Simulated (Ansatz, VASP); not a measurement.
Two plane-wave programs on CO2

```
CELL_PARAMETERS angstrom
2.63591 -2.38738 0.00000
2.63591 2.38738 0.00000
0.00000 0.00000 6.58717
ATOMIC_POSITIONS crystal
C 0.00000 0.00000 0.00000
C 0.50000 0.50000 0.50000
O 0.80651 0.19349 0.89184
O 0.19349 0.80651 0.10816
O 0.69349 0.30651 0.39184
O 0.38730 0.75034 0.61964
```

Change from the starting cell: one atom moved.

Alike in both runs: task single point; functional PBE; k mesh 6 × 6 × 4; occupations gaussian, width 0.02 eV; no spin polarisation.

|  | VASP | Ansatz |
| --- | --- | --- |
| version | VASP 6.6.1 | Ansatz 0.2.0 |
| potentials or method | VASP PAW PBE potentials, release 64 (C, O), cutoff 520 eV | scalar-relativistic, plane waves, PAW |
| valence electrons in the cell | 32 | 32 |

|  | VASP | Ansatz | Ansatz less VASP |
| --- | --- | --- | --- |
| gap on the k mesh at the Fermi level (eV) | 5.31 | 5.33 | +0.018 |
| least direct gap on the mesh (eV) | 5.75 | 5.77 | +0.019 |
| pressure (GPa) | 0.9 | -0.6 | -1.52 |
| traceless stress, the component that is largest in VASP (GPa) | -4.86 | -4.66 | +0.206 |
| rms of the force components (eV/Å) | 1.594 | 1.597 | +0.0022 |

Atom by atom the forces differ by 0.296 eV/Å (rms over components). With one functional, cell and mesh, what is left measures potentials, basis and numerics.

Noted on VASP's run: the standard files for N, O and F lose accuracy on very short bonds.
